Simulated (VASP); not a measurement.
# Cr (R-3m) in VASP: further runs

Runs on Cr. Level: LDA. Tasks: single point.

Everything below comes from runs of VASP 6.6.1. Logs are shortened: lines on timing, memory, paths and dates and some standing lists are left out, and cuts for length are marked.

### Step 1. The cell of the first run

The structure is trigonal, space group R-3m (No. 166). Conventional cell: a = 4.017 Å, b = 4.017 Å, c = 2.572 Å, α = 90.00°, β = 90.00°, γ = 120.00°. Within 3.3 Å of Cr (site symmetry -3m) lie 14 Cr at 2.47 to 2.88 Å.

### Step 2. Single point, LDA, collinear spin, ferromagnetic start (equal xy, yz and zx shear strains of +3 %)

Contents of INCAR:

```
SYSTEM = Cr
PREC     = Accurate       ! precision mode
ENCUT    = 520            ! plane-wave cutoff, eV
EDIFF    = 1E-7           ! SCF threshold, eV
ISMEAR   = -1             ! smearing method
SIGMA    = 0.08           ! smearing width, eV
LREAL    = .FALSE.        ! projectors in reciprocal space
LASPH    = .TRUE.         ! aspherical terms in the spheres
NELM     = 150            ! most SCF steps
ALGO     = Normal         ! electronic algorithm
ISIF     = 2              ! what is computed and relaxed
LWAVE    = .FALSE.        ! write WAVECAR
LCHARG   = .TRUE.         ! write CHGCAR
ISPIN    = 2              ! spin polarisation
MAGMOM   = 3              ! initial moments
LORBIT   = 11             ! projections on sites
LMAXMIX  = 4              ! l up to which the mixer works
LELF     = .TRUE.         ! ELF
LVHAR    = .TRUE.       
NBANDS   = 16             ! bands
```

Contents of KPOINTS:

```
regular mesh
0
G
  18 18 18
  0 0 0
```

Contents of POSCAR:

```
Cr
1.0
   -1.3986915000      1.4419500000      1.4419500000
    1.4419500000     -1.3986915000      1.4419500000
    1.4419500000      1.4419500000     -1.3986915000
Cr
1
Direct
    0.0000000000      0.0000000000      0.0000000000
```

Potentials or basis: VASP PAW LDA potentials, release 64 (Cr_pv).

Command:

```console
cat potpaw_LDA.64/Cr_pv/POTCAR > POTCAR
mpirun -np 1 vasp_std > vasp.out
```

OUTCAR:

```text
SYSTEM = Cr
   PREC = Accurate
   ENCUT = 520
   EDIFF = 1E-7
   ISMEAR = -1
   LREAL = .FALSE.
   LASPH = .TRUE.
   NELM = 150
   ISIF = 2
   ISPIN = 2
   LORBIT = 11

 ion  position               nearest neighbor table
   1  0.000  0.000  0.000-

  LATTYP: Found a trigonal (rhomboedric) cell.
 ALAT       =     2.4728076183
 COS(alpha) =    -0.3196300452

  Lattice vectors:

 A1 = (  -1.3986915000,   1.4419500000,   1.4419500000)
 A2 = (   1.4419500000,  -1.3986915000,   1.4419500000)
 A3 = (   1.4419500000,   1.4419500000,  -1.3986915000)

Analysis of symmetry for initial positions (statically):
=====================================================================
 Subroutine PRICEL returns:
 Original cell was already a primitive cell.

 Routine SETGRP: Setting up the symmetry group for a
 trigonal (rhombohedral) supercell.

 Subroutine GETGRP returns: Found 12 space group operations
 (whereof 12 operations were pure point group operations)
 out of a pool of 12 trial point group operations.

The static configuration has the point symmetry D_3d.

Analysis of symmetry for dynamics (positions and initial velocities):
=====================================================================
 Subroutine PRICEL returns:
 Original cell was already a primitive cell.

 Routine SETGRP: Setting up the symmetry group for a
 trigonal (rhombohedral) supercell.

 Subroutine GETGRP returns: Found 12 space group operations
 (whereof 12 operations were pure point group operations)
 out of a pool of 12 trial point group operations.

The dynamic configuration has the point symmetry D_3d.

Analysis of structural, dynamic, and magnetic symmetry:
=====================================================================
 Subroutine PRICEL returns:
 Original cell was already a primitive cell.

 Routine SETGRP: Setting up the symmetry group for a
 trigonal (rhombohedral) supercell.

 Subroutine GETGRP returns: Found 12 space group operations
 (whereof 12 operations were pure point group operations)
 out of a pool of 12 trial point group operations.

The overall configuration has the point symmetry D_3d.

 Subroutine INISYM returns: Found 12 space group operations
 (whereof 12 operations are pure point group operations),
 and found     1 'primitive' translations

----------------------------------------------------------------------------------------

                                     Primitive cell

[... 103 lines left out ...]
   ISMEAR =    -1;   SIGMA  =   0.08  broadening in eV -4-tet -1-fermi 0-gaus
   EFERMI_NEDOS =   21; number of points for ismear=-14 and -15
   IALGO  =     38    algorithm
   IMIX   =      4    mixing-type and parameters
     AMIX     =   0.40;   BMIX     =  1.00
     AMIX_MAG =   1.60;   BMIX_MAG =  1.00
  volume/ion in A,a.u.               =      11.98        80.88
  Fermi-wavevector in a.u.,A,eV,Ry     =   1.637804  3.095000 36.496276  2.682401
  Thomas-Fermi vector in A             =   2.728882
   LORBIT       =     11    0 simple, 1 ext, 2 COOP (PROOUT), +10 PAW based schemes
   GGA     = CA    functional components
   LHFCALC =     F    Hartree Fock is set to
   AEXX    =    0.0000 exact exchange contribution
   IVDW    =     0    specifies the selected vdW correction
   LEPSILON=     F    determine dielectric tensor
   LRPA    =     F    only Hartree local field effects (RPA)
 spin polarized calculation
  energy-cutoff  :      520.00
  volume of cell :       11.98
 maximum number of plane-waves:       340
   NGX =  9   NGY =  9   NGZ =  9

 number of electron      12.0000001 magnetization       0.0005076

 number of electron      12.0000001 magnetization      -0.0000019

 Free energy of the ion-electron system (eV)
  ---------------------------------------------------
  ext. energy  EPLUGINS =         0.00000000
  ---------------------------------------------------
  free energy    TOTEN  =       -10.53378114 eV

  energy without entropy =      -10.51558629  energy(sigma->0) =      -10.52468372

 E-fermi :  10.2790     XC(G=0): -13.7855

 val. band max:       10.2746461167   @ k =  -0.2778   0.1667   0.1667
 cond. band min:      10.2827255572   @ k =  -0.1667   0.2778   0.1111
 fundamental gap:      0.0080794406
 Fermi energy:        10.2789535237

 spin component 1

 k-point     1 :       0.0000    0.0000    0.0000
  band No.  band energies     occupation
      1     -32.1598      1.00000
      2     -32.0874      1.00000
      3     -32.0874      1.00000
      4       2.6155      1.00000
      5       9.2097      1.00000
      6       9.2097      1.00000
[... 435 lines left out ...]
      5       8.7673      1.00000
      6       9.0811      1.00000
[... 8 lines left out ...]
     15      38.6400      0.00000
     16      39.1954      0.00000

 [... further k-points ...]

 spin component 2

 k-point     1 :       0.0000    0.0000    0.0000
  band No.  band energies     occupation
      1     -32.1598      1.00000
      2     -32.0873      1.00000
      3     -32.0873      1.00000
      4       2.6155      1.00000
      5       9.2097      1.00000
      6       9.2097      1.00000
[... 435 lines left out ...]
      5       8.7673      1.00000
      6       9.0811      1.00000
[... 8 lines left out ...]
     15      38.6400      0.00000
     16      39.1954      0.00000

 [... further k-points ...]

------------------------ aborting loop because EDIFF is reached ----------------------------------------

  FORCE on cell =-STRESS in cart. coord.  units (eV):
  Direction    XX          YY          ZZ          XY          YZ          ZX
  --------------------------------------------------------------------------------------
  -------------------------------------------------------------------------------------
  Total       -1.8007871     -1.8007871     -1.8007871     -0.1546336     -0.1546336     -0.1546336
  in kB     -240.7424467   -240.7424467   -240.7424467    -20.6725609    -20.6725609    -20.6725609
  external PRESSURE =    -240.7424467 kB  Pullay stress =       0.0000000 kB

 VOLUME and BASIS-vectors are now :
 -----------------------------------------------------------------------------
  energy-cutoff  :      520.00
  volume of cell :       11.98
      direct lattice vectors                 reciprocal lattice vectors
    -1.398691500  1.441950000  1.441950000    -0.010253393  0.341779766  0.341779766
     1.441950000 -1.398691500  1.441950000     0.341779766 -0.010253393  0.341779766
     1.441950000  1.441950000 -1.398691500     0.341779766  0.341779766 -0.010253393

 POSITION                                       TOTAL-FORCE (eV/Angst)
 -----------------------------------------------------------------------------------
      0.00000      0.00000      0.00000         0.000000      0.000000      0.000000
 -----------------------------------------------------------------------------------
    total drift:                                0.000000      0.000000      0.000000

  FREE ENERGIE OF THE ION-ELECTRON SYSTEM (eV)
  ---------------------------------------------------
  free  energy   TOTEN  =       -10.5337811407 eV

  energy  without entropy=      -10.5155862907  energy(sigma->0) =      -10.52468372

 total charge

# of ion       s       p       d       tot
------------------------------------------
    1        0.415   6.376   4.197  10.988

 magnetization (x)

# of ion       s       p       d       tot
------------------------------------------
    1       -0.000  -0.000   0.000   0.000
```

OSZICAR:

```text
N       E                     dE             d eps       ncg     rms          rms(c)
DAV:   1     0.802089182095E+02    0.80209E+02   -0.61576E+03 37944   0.852E+02
DAV:   2    -0.944468820716E+01   -0.89654E+02   -0.85048E+02 40336   0.245E+02
DAV:   3    -0.109554108160E+02   -0.15107E+01   -0.15079E+01 42040   0.353E+01
DAV:   4    -0.109608300239E+02   -0.54192E-02   -0.54191E-02 43456   0.210E+00
DAV:   5    -0.109608714353E+02   -0.41411E-04   -0.41412E-04 42560   0.165E-01    0.175E+01
DAV:   6    -0.105289000840E+02    0.43197E+00   -0.22789E+00 37952   0.269E+01    0.327E+00
DAV:   7    -0.105418203004E+02   -0.12920E-01   -0.89914E-02 38936   0.288E+00    0.168E+00
DAV:   8    -0.105388831347E+02    0.29372E-02   -0.50633E-03 43056   0.665E-01    0.769E-01
DAV:   9    -0.105335655119E+02    0.53176E-02   -0.19487E-03 40864   0.506E-01    0.164E-01
DAV:  10    -0.105337670652E+02   -0.20155E-03   -0.29598E-04 40896   0.134E-01    0.320E-02
DAV:  11    -0.105337774026E+02   -0.10337E-04   -0.66015E-06 43464   0.296E-02    0.143E-02
DAV:  12    -0.105337802646E+02   -0.28620E-05   -0.82822E-07 40624   0.788E-03    0.575E-03
DAV:  13    -0.105337810861E+02   -0.82153E-06   -0.10308E-07 33392   0.372E-03    0.214E-03
DAV:  14    -0.105337811407E+02   -0.54596E-07   -0.25585E-08 19568   0.199E-03
   1 F= -.10533781E+02 E0= -.10524684E+02  d E =-.181948E-01  mag=     0.0000
```

stdout:

```text
POSCAR found type information on POSCAR Cr
 POSCAR found :  1 types and       1 ions
 scaLAPACK will be used
 LDA part: xc-table for (Slater(with rela. corr.)+CA(PZ))
 , standard interpolation
 POSCAR, INCAR and KPOINTS ok, starting setup
 FFT: planning ... GRIDC
 FFT: planning ... GRID_SOFT
 FFT: planning ... GRID
 WAVECAR not read
 entering main loop
```

Wall time 1.9 min (1 thread of Intel Xeon 8259CL, shared host); peak memory 0.26 GiB.

What came out:

```yaml
Free_energy: -10.5338 eV
Pressure: -24.1 GPa
Band_gap_on_the_k_mesh: zero (filled and empty bands overlap)
Net_moment: 0.00 μB per cell
Valence_electrons_inside_the_program's_atomic_spheres: Cr 10.99
```

Levels at points of the mesh, in eV from the Fermi level:
Spin up:
```
           k point  band 2  band 3  band 4  band 5  band 6  band 7  band 8  band 9  band 10  band 11
(0.00, 0.00, 0.00)  -42.37  -42.37   -7.66   -1.07   -1.07   -0.56    1.05    1.05     5.31    21.66
(0.50, 0.00, 0.00)  -42.62  -42.38   -4.26   -2.41    0.85    1.12    1.43    2.60     5.31     9.21
(0.50, 0.50, 0.00)  -42.70  -42.40   -4.27   -2.31    0.97    1.23    1.39    2.80     5.31     9.80
(0.50, 0.50, 0.50)  -43.01  -42.90   -4.14   -4.14    2.02    2.48    2.48    5.31    10.15    10.36
```
Spin down:
```
           k point  band 4  band 5  band 6  band 7  band 8  band 9
(0.00, 0.00, 0.00)   -7.66   -1.07   -1.07   -0.56    1.05    1.05
(0.50, 0.00, 0.00)   -4.26   -2.41    0.85    1.12    1.43    2.60
(0.50, 0.50, 0.00)   -4.27   -2.31    0.97    1.23    1.39    2.80
(0.50, 0.50, 0.50)   -4.14   -4.14    2.02    2.48    2.48    5.31
```

Caveat: the cell differs from its parent crystal (equal xy, yz and zx shear strains of +3 %); the cell stands under tension; the moments typed at the start vanished in this run.

### Step 3. Single point, LDA, collinear spin, ferromagnetic start (equal xy, yz and zx shear strains of -3 %)

Contents of INCAR:

```
SYSTEM = Cr
ALGO     = Normal         ! electronic algorithm
EDIFF    = 1E-6           ! SCF threshold, eV
ENCUT    = 520            ! plane-wave cutoff, eV
GGA      = CA             ! functional
ISIF     = 2              ! what is computed and relaxed
ISMEAR   = -1             ! smearing method
ISPIN    = 2              ! spin polarisation
LASPH    = .TRUE.         ! aspherical terms in the spheres
LCHARG   = .TRUE.         ! write CHGCAR
LELF     = .TRUE.         ! ELF
LMAXMIX  = 4              ! l up to which the mixer works
LORBIT   = 11             ! projections on sites
LREAL    = .FALSE.        ! projectors in reciprocal space
LVHAR    = .TRUE.       
LWAVE    = .FALSE.        ! write WAVECAR
MAGMOM   = 3              ! initial moments
NBANDS   = 16             ! bands
NELM     = 150            ! most SCF steps
PREC     = Accurate       ! precision mode
SIGMA    = 0.08           ! smearing width, eV
```

Contents of KPOINTS:

```
k-points
0
G
  18 18 18
  0 0 0
```

Contents of POSCAR:

```
Cr
1.0
   -1.4852085000      1.4419500000      1.4419500000
    1.4419500000     -1.4852085000      1.4419500000
    1.4419500000      1.4419500000     -1.4852085000
Cr
1
Direct
    0.0000000000      0.0000000000      0.0000000000
```

Potentials or basis: VASP PAW LDA potentials, release 64 (Cr_pv).

Command:

```console
cat potpaw_LDA.64/Cr_pv/POTCAR > POTCAR
mpirun -np 1 vasp_std > vasp.out
```

Wall time 2.2 min (1 thread of Intel Xeon 8259CL, shared host); peak memory 0.26 GiB.

The run converged. Its results:

```yaml
Free_energy: -10.5332 eV
Pressure: -24.1 GPa
Band_gap_on_the_k_mesh: zero (filled and empty bands overlap)
Net_moment: 0.00 μB per cell
Valence_electrons_inside_the_program's_atomic_spheres: Cr 10.99
```

Stress tensor (GPa, compression positive):
```
-24.06   2.32   2.32
  2.32 -24.06   2.32
  2.32   2.32 -24.06
```

Levels at points of the mesh, in eV from the Fermi level:
Spin up:
| k point | band 3 | band 4 | band 5 | band 6 | band 7 | band 8 | band 9 | band 10 |
| --- | --- | --- | --- | --- | --- | --- | --- | --- |
| (0.00, 0.00, 0.00) | -42.33 | -7.66 | -1.22 | -0.74 | -0.74 | 1.06 | 1.06 | 5.31 |
| (0.50, 0.00, 0.00) | -42.41 | -4.26 | -2.29 | 0.96 | 1.21 | 1.40 | 2.79 | 5.31 |
| (0.50, 0.50, 0.00) | -42.36 | -4.27 | -2.43 | 0.84 | 1.14 | 1.45 | 2.62 | 5.31 |
| (0.50, 0.50, 0.50) | -42.93 | -4.14 | -4.14 | 2.19 | 2.19 | 2.63 | 5.31 | 10.22 |
Spin down:
```csv
k point,band 4,band 5,band 6,band 7,band 8,band 9
"(0.00, 0.00, 0.00)",-7.66,-1.22,-0.74,-0.74,1.06,1.06
"(0.50, 0.00, 0.00)",-4.26,-2.29,0.96,1.21,1.40,2.79
"(0.50, 0.50, 0.00)",-4.27,-2.43,0.84,1.14,1.45,2.62
"(0.50, 0.50, 0.50)",-4.14,-4.14,2.19,2.19,2.63,5.31
```

Caveat: the cell differs from its parent crystal (equal xy, yz and zx shear strains of -3 %); the cell stands under tension; the moments typed at the start vanished in this run.

### Step 4. Single point, LDA, collinear spin, ferromagnetic start (equal xy, yz and zx shear strains of -1 %)

Contents of INCAR:

```
SYSTEM = Cr
PREC = Accurate
ENCUT = 520
EDIFF = 1E-6
ISMEAR = -1
SIGMA = 0.08
LREAL = .False.
LASPH = .True.
NELM = 150
ALGO = Normal
ISIF = 2
LWAVE = .False.
LCHARG = .False.
ISPIN = 2
MAGMOM = 3
LORBIT = 11
LMAXMIX = 4
GGA = CA
NBANDS = 16
```

Contents of KPOINTS:

```
regular mesh
0
Gamma
  18 18 18
  0 0 0
```

Contents of POSCAR:

```
Cr
1.0
   -1.4563695000      1.4419500000      1.4419500000
    1.4419500000     -1.4563695000      1.4419500000
    1.4419500000      1.4419500000     -1.4563695000
Cr
1
Direct
    0.0000000000      0.0000000000      0.0000000000
```

Command:

```console
cat potpaw_LDA.64/Cr_pv/POTCAR > POTCAR
mpirun -np 1 vasp_std > vasp.out
```

It took 2.2 min on 1 thread of Intel Xeon 8259CL, shared host; peak memory 0.26 GiB.

Results (log left out):

- Free energy: -10.5388 eV
- Pressure: -24.4 GPa
- Band gap on the k mesh: zero (filled and empty bands overlap)
- Net moment: 0.00 μB per cell
- Valence electrons inside the program's atomic spheres: Cr 10.98

Stress tensor (GPa, compression positive):
```
-24.42   0.72   0.72
  0.72 -24.42   0.72
  0.72   0.72 -24.42
```

Levels at points of the mesh, in eV from the Fermi level:
Spin up:
| k point | band 2 | band 3 | band 4 | band 5 | band 6 | band 7 | band 8 | band 9 | band 10 | band 11 |
| --- | --- | --- | --- | --- | --- | --- | --- | --- | --- | --- |
| (0.00, 0.00, 0.00) | -42.40 | -42.37 | -7.66 | -0.99 | -0.83 | -0.83 | 1.03 | 1.03 | 5.31 | 21.79 |
| (0.50, 0.00, 0.00) | -42.67 | -42.40 | -4.26 | -2.33 | 1.01 | 1.20 | 1.30 | 2.74 | 5.31 | 9.60 |
| (0.50, 0.50, 0.00) | -42.64 | -42.39 | -4.26 | -2.37 | 1.02 | 1.06 | 1.38 | 2.68 | 5.31 | 9.40 |
| (0.50, 0.50, 0.50) | -42.95 | -42.95 | -4.13 | -4.13 | 2.29 | 2.29 | 2.44 | 5.31 | 10.25 | 10.25 |
Spin down:
```csv
k point,band 2,band 3,band 4,band 5,band 6,band 7,band 8,band 9,band 10,band 11
"(0.00, 0.00, 0.00)",-42.40,-42.37,-7.66,-0.99,-0.83,-0.83,1.03,1.03,5.31,21.79
"(0.50, 0.00, 0.00)",-42.67,-42.40,-4.26,-2.33,1.01,1.20,1.30,2.74,5.31,9.60
"(0.50, 0.50, 0.00)",-42.64,-42.39,-4.26,-2.37,1.02,1.06,1.38,2.68,5.31,9.40
"(0.50, 0.50, 0.50)",-42.95,-42.95,-4.13,-4.13,2.29,2.29,2.44,5.31,10.25,10.25
```

Caveat: the cell differs from its parent crystal (equal xy, yz and zx shear strains of -1 %); the cell stands under tension; an empty level that is flat over the whole mesh can mark a ghost state of the potentials, or a narrow d or f band; the moments typed at the start vanished in this run.

### Step 5. Single point, LDA, collinear spin, ferromagnetic start (equal xy, yz and zx shear strains of +2 %)

Contents of INCAR:

```
SYSTEM = Cr
PREC = Accurate
ENCUT = 520
EDIFF = 1E-7
ISMEAR = -1
SIGMA = 0.08
LREAL = .FALSE.
LASPH = .TRUE.
NELM = 150
ALGO = Normal
ISIF = 2
LWAVE = .FALSE.
LCHARG = .TRUE.
ISPIN = 2
MAGMOM = 3
LORBIT = 11
LMAXMIX = 4
GGA = CA
LELF = .TRUE.
LVHAR = .TRUE.
NBANDS = 16
```

Contents of KPOINTS:

```
Automatic mesh
0
G
  18 18 18
  0 0 0
```

Contents of POSCAR:

```
Cr
1.0
   -1.4131110000      1.4419500000      1.4419500000
    1.4419500000     -1.4131110000      1.4419500000
    1.4419500000      1.4419500000     -1.4131110000
Cr
1
Direct
    0.0000000000      0.0000000000      0.0000000000
```

Command:

```console
cat potpaw_LDA.64/Cr_pv/POTCAR > POTCAR
mpirun -np 1 vasp_std > vasp.out
```

Run time: 2 min. Hardware: 1 thread of Intel Xeon 8259CL, shared host; peak memory 0.26 GiB.

Results (log left out):

```
Free energy                                           : -10.5370 eV
Pressure                                              : -24.3 GPa
Band gap on the k mesh                                : zero (filled and empty bands overlap)
Net moment                                            : 0.00 μB per cell
Valence electrons inside the program's atomic spheres : Cr 10.99
```

Stress tensor (GPa, compression positive):
```
-24.27  -1.39  -1.39
 -1.39 -24.27  -1.39
 -1.39  -1.39 -24.27
```

Levels at points of the mesh, in eV from the Fermi level:
Spin up:
```tsv
k point	band 2	band 3	band 4	band 5	band 6	band 7	band 8	band 9	band 10	band 11
(0.00, 0.00, 0.00)	-42.37	-42.37	-7.66	-1.00	-1.00	-0.66	1.04	1.04	5.31	21.79
(0.50, 0.00, 0.00)	-42.63	-42.38	-4.26	-2.39	0.93	1.09	1.40	2.64	5.31	9.30
(0.50, 0.50, 0.00)	-42.68	-42.40	-4.26	-2.32	0.99	1.26	1.29	2.77	5.31	9.70
(0.50, 0.50, 0.50)	-43.00	-42.92	-4.13	-4.13	2.13	2.44	2.44	5.31	10.18	10.33
```
Spin down:
```tsv
k point	band 2	band 3	band 4	band 5	band 6	band 7	band 8	band 9	band 10	band 11
(0.00, 0.00, 0.00)	-42.37	-42.37	-7.66	-1.00	-1.00	-0.66	1.04	1.04	5.31	21.79
(0.50, 0.00, 0.00)	-42.63	-42.38	-4.26	-2.39	0.93	1.09	1.40	2.64	5.31	9.30
(0.50, 0.50, 0.00)	-42.68	-42.40	-4.26	-2.32	0.99	1.26	1.29	2.77	5.31	9.70
(0.50, 0.50, 0.50)	-43.00	-42.92	-4.13	-4.13	2.13	2.44	2.44	5.31	10.18	10.33
```

Caveat: the cell differs from its parent crystal (equal xy, yz and zx shear strains of +2 %); the cell stands under tension; the moments typed at the start vanished in this run.
